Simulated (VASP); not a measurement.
# CaSiH6 (P-1) in VASP: single point with PBEsol

Aim: the single point of CaSiH6 with PBEsol.

Program: VASP 6.6.1. These are calculated values, not measurements. Logs are shortened: lines on timing, memory, paths and dates and some standing lists are left out, and cuts for length are marked.

## (1) The cell of the first run

The typed cell holds 8 atoms: a = 4.002 Å, b = 4.372 Å, c = 4.301 Å, α = 85.40°, β = 78.66°, γ = 110.96°.

## (2) Single point, PBEsol

The input, INCAR:

```
PREC = Accurate
ENCUT = 520
EDIFF = 1E-7
ISMEAR = -1
SIGMA = 0.05
LREAL = False
LASPH = True
NELM = 60
ALGO = Normal
ISIF = 2
LWAVE = False
LCHARG = False
GGA = PS
NBANDS = 20
```

The input, KPOINTS:

```
Automatic mesh
0
Gamma
  6 4 4
```

The input, POSCAR:

```
CaSiH6
1.0
    3.9253869805     -0.7575481761     -0.1812574950
   -0.8945124696      2.8667301330      3.1771130744
    0.4572503691     -2.8571233373      3.1815277960
Ca Si H
1 1 6
Direct
    0.6264778151      0.4382739103      0.5599226699
   -0.3735216914      0.9382729832      1.0599222385
   -0.1751403576      1.0280194115      0.3456199805
   -0.0243861020      0.2322018700      0.8093309849
    0.2773427690      0.6443444192      0.3105139244
    0.8267574324      0.6848619003     -0.0080520129
    0.4280967159     -0.1514729508      0.7742251625
    0.4261988556      0.1916839415      0.1278965778
```

Potentials or basis: VASP PAW PBE potentials, release 64 (Ca_sv, Si, H).

Command:

```sh
> cat potpaw_PBE.64/Ca_sv/POTCAR potpaw_PBE.64/Si/POTCAR potpaw_PBE.64/H/POTCAR > POTCAR
> mpirun -np 1 vasp_std > vasp.out
```

OUTCAR:

```text
PREC = Accurate
   ENCUT = 520
   EDIFF = 1E-7
   ISMEAR = -1
   LREAL = False
   LASPH = True
   NELM = 60
   ISIF = 2
   GGA = PS

 ion  position               nearest neighbor table
   1  0.626  0.438  0.560-   2 2.94   2 2.94
   2  0.626  0.938  0.060-   7 1.59   3 1.59   6 1.60   8 1.60   4 1.63   5 1.63   1 2.94   1 2.94

   3  0.825  0.028  0.346-   2 1.59
   4  0.976  0.232  0.809-   2 1.63
   5  0.277  0.644  0.311-   2 1.63
   6  0.827  0.685  0.992-   2 1.60
   7  0.428  0.849  0.774-   2 1.59
   8  0.426  0.192  0.128-   2 1.60

  LATTYP: Found a triclinic cell.
 ALAT       =     5.2673059837
 B/A-ratio  =     1.4716210825
 C/A-ratio  =     1.9077604775
 COS(alpha) =     0.0006209265
 COS(beta)  =     0.5789996372
 COS(gamma) =     0.7986881696

  Lattice vectors:

 A1 = (   3.4681366114,   2.0995751612,  -3.3627852910)
 A2 = (   6.4990111223,   4.2087571181,  -0.3669297116)
 A3 = (   1.3317745701,  -2.8763369287,  -9.5357539448)

Analysis of symmetry for initial positions (statically):
=====================================================================
 Subroutine PRICEL returns:
 Original cell was already a primitive cell.

 Routine SETGRP: Setting up the symmetry group for a
 triclinic supercell.

 Subroutine GETGRP returns: Found  2 space group operations
 (whereof  1 operations were pure point group operations)
 out of a pool of  2 trial point group operations.

The static configuration has the point symmetry C_1 .
 The point group associated with its full space group is S_2 .

Analysis of symmetry for dynamics (positions and initial velocities):
=====================================================================
 Subroutine PRICEL returns:
 Original cell was already a primitive cell.

 Routine SETGRP: Setting up the symmetry group for a
 triclinic supercell.

 Subroutine GETGRP returns: Found  2 space group operations
 (whereof  1 operations were pure point group operations)
 out of a pool of  2 trial point group operations.

The dynamic configuration has the point symmetry C_1 .
 The point group associated with its full space group is S_2 .

 Subroutine INISYM returns: Found  2 space group operations
 (whereof  1 operations are pure point group operations),
 and found     1 'primitive' translations

[... 107 lines left out ...]
   LREAL  =      F    real-space projection
   EDIFFG = 0.1E-05   stopping-criterion for IOM
   NSW    =      0    number of steps for IOM
   IBRION =     -1    ionic relax: 0-MD 1-quasi-New 2-CG
   NFREE  =      0    steps in history (QN), initial steepest desc. (CG)
   ISIF   =      2    stress and relaxation
   ISYM   =      2    0-nonsym 1-usesym 2-fastsym
   POTIM  = 0.5000    time-step for ionic-motion
   TEBEG  =    0.0;   TEEND  =   0.0 temperature during run
   PSTRESS=    0.0 pullay stress
   NELECT =      20.0000    total number of electrons
   NUPDOWN=      -1.0000    fix difference up-down
   EMIN   =  10.00;   EMAX   =-10.00  energy-range for DOS
   EFERMI =   0.00;   METHOD = LEGACY
   ISMEAR =    -1;   SIGMA  =   0.05  broadening in eV -4-tet -1-fermi 0-gaus
   EFERMI_NEDOS =   21; number of points for ismear=-14 and -15
   IALGO  =     38    algorithm
   IMIX   =      4    mixing-type and parameters
     AMIX     =   0.40;   BMIX     =  1.00
     AMIX_MAG =   1.60;   BMIX_MAG =  1.00
  volume/ion in A,a.u.               =       8.49        57.32
  Fermi-wavevector in a.u.,A,eV,Ry     =   1.088974  2.057862 16.134650  1.185863
  Thomas-Fermi vector in A             =   2.225167
   LORBIT       =      0    0 simple, 1 ext, 2 COOP (PROOUT), +10 PAW based schemes
   GGA     = PS    functional components
   LHFCALC =     F    Hartree Fock is set to
   AEXX    =    0.0000 exact exchange contribution
   IVDW    =     0    specifies the selected vdW correction
   LEPSILON=     F    determine dielectric tensor
   LRPA    =     F    only Hartree local field effects (RPA)
 non-spin polarized calculation
  energy-cutoff  :      520.00
  volume of cell :       67.95
 maximum number of plane-waves:      1845
 NGX is ok and might be reduce to    30
   NGX = 15   NGY = 17   NGZ = 15

 number of electron      20.0000002 magnetization

 Free energy of the ion-electron system (eV)
  ---------------------------------------------------
  ext. energy  EPLUGINS =         0.00000000
  ---------------------------------------------------
  free energy    TOTEN  =       -29.04760759 eV

  energy without entropy =      -29.04760750  energy(sigma->0) =      -29.04760754

 E-fermi :   3.3872     XC(G=0):  -9.4830

 val. band max:        2.7502689505   @ k =  -0.0000   0.5000   0.5000
 cond. band min:       4.0201028535   @ k =   0.0000   0.0000   0.0000
 fundamental gap:      1.2698339030
 Fermi energy:         3.3872481275

 k-point     1 :       0.0000    0.0000    0.0000
  band No.  band energies     occupation
      1     -37.5988      2.00000
      2     -18.7595      2.00000
      3     -18.7072      2.00000
      4     -18.6593      2.00000
      5      -8.3261      2.00000
      6      -1.3900      2.00000
[... 541 lines left out ...]
     19      10.5991      0.00000
     20      11.3956      0.00000

 [... further k-points ...]

------------------------ aborting loop because EDIFF is reached ----------------------------------------

  FORCE on cell =-STRESS in cart. coord.  units (eV):
  Direction    XX          YY          ZZ          XY          YZ          ZX
  --------------------------------------------------------------------------------------
  -------------------------------------------------------------------------------------
  Total       -0.0262021      0.0090365     -0.0122258     -0.0249334     -0.0034709     -0.0100048
  in kB       -0.6177952      0.2130632     -0.2882610     -0.5878811     -0.0818371     -0.2358945
  external PRESSURE =      -0.2309976 kB  Pullay stress =       0.0000000 kB

 VOLUME and BASIS-vectors are now :
 -----------------------------------------------------------------------------
  energy-cutoff  :      520.00
  volume of cell :       67.95
      direct lattice vectors                 reciprocal lattice vectors
     3.925386980 -0.757548176 -0.181257495     0.267806284  0.063260086  0.018320552
    -0.894512470  2.866730133  3.177113074     0.043089733  0.185007048  0.159949933
     0.457250369 -2.857123337  3.181527796    -0.027772524 -0.181146287  0.155630171

 POSITION                                       TOTAL-FORCE (eV/Angst)
 -----------------------------------------------------------------------------------
      2.32315     -0.81794      3.06030        -0.000000     -0.000000     -0.000000
      1.64727      2.04398      3.05809        -0.000000     -0.000000     -0.000000
      3.37086     -1.53203      1.03911         0.003045      0.001126     -0.001655
      3.99202     -2.38577      3.13580         0.001731     -0.006120      0.000913
      0.65429      0.74988      2.98479        -0.001731      0.006120     -0.000913
      3.08629     -1.49711      5.18194         0.001925      0.002082      0.003402
      1.27544     -0.10386      5.08149        -0.003045     -0.001126      0.001655
      1.56001     -0.13878      0.93866        -0.001925     -0.002082     -0.003402
 -----------------------------------------------------------------------------------
    total drift:                               -0.000600      0.000439      0.000897

  FREE ENERGIE OF THE ION-ELECTRON SYSTEM (eV)
  ---------------------------------------------------
  free  energy   TOTEN  =       -29.0476075888 eV

  energy  without entropy=      -29.0476074969  energy(sigma->0) =      -29.04760754
```

stdout:

```text
POSCAR found type information on POSCAR CaSiH
 POSCAR found :  3 types and       8 ions
 scaLAPACK will be used
 -----------------------------------------------------------------------------
|                                                                             |
|                                                                             |
|     You enforced a specific xc type in the INCAR file but a different       |
|     I HOPE YOU KNOW WHAT YOU ARE DOING!                                     |
|                                                                             |
 -----------------------------------------------------------------------------

 LDA part: xc-table for (Slater+PW92), standard interpolation
 POSCAR, INCAR and KPOINTS ok, starting setup
 FFT: planning ... GRIDC
 FFT: planning ... GRID_SOFT
 FFT: planning ... GRID
 WAVECAR not read
 entering main loop
```

Run time: 1.9 min. Hardware: 1 thread of Oxide Virtual Turin-like, shared host; peak memory 0.19 GiB.

Results:

| Item | Value |
| --- | --- |
| Free energy | -29.0476 eV |
| Pressure | 0.0 GPa |
| Largest force | 0.006 eV/Å |
| Band gap on the k mesh | 1.27 eV (least direct gap 2.52 eV) |

Forces on the atoms (eV/Å):
```
Ca   0.000  0.000  0.000
Si   0.000  0.000  0.000
H    0.003  0.001 -0.002
H    0.002 -0.006  0.001
H   -0.002  0.006 -0.001
H    0.002  0.002  0.003
H   -0.003 -0.001  0.002
H   -0.002 -0.002 -0.003
```

Caveat: the PAW data sets were made with another functional, which shifts forces and pressure a little.
